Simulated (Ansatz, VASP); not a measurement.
One calculation of InAs, two programs

```
CELL_PARAMETERS angstrom
0.00000 3.02034 3.02034
3.02034 0.00000 3.02034
3.02034 3.02034 0.00000
ATOMIC_POSITIONS crystal
In 0.00000 0.00000 0.00000
As 0.75000 0.75000 0.75000
```

Alike in both runs: task single point; functional r2SCAN; dispersion rVV10; k mesh 6 × 6 × 6; occupations gaussian, width 0.05 eV; no spin polarisation.

|  | VASP | Ansatz |
| --- | --- | --- |
| version | VASP 6.6.1 | Ansatz 0.2.0 |
| potentials or method | VASP PAW PBE potentials, release 64 (In_d, As), cutoff 520 eV | scalar-relativistic, plane waves, PAW |
| valence electrons in the cell | 18 | 28 |

Ansatz gave:

| Property | Result |
| --- | --- |
| gap on the k mesh at the Fermi level (eV) | 0.24 |
| least direct gap on the mesh (eV) | 0.24 |
| pressure (GPa) | 1.3 |

Q: What did VASP give for the same quantities?

A: gap on the k mesh at the Fermi level (eV): 0.24; least direct gap on the mesh (eV): 0.24; pressure (GPa): 1.4.

VASP's potentials were made for PBE, not for r2SCAN. VASP's potentials hold 18 valence electrons a cell and Ansatz's 28, so a difference there can come from the potentials and not from the codes.
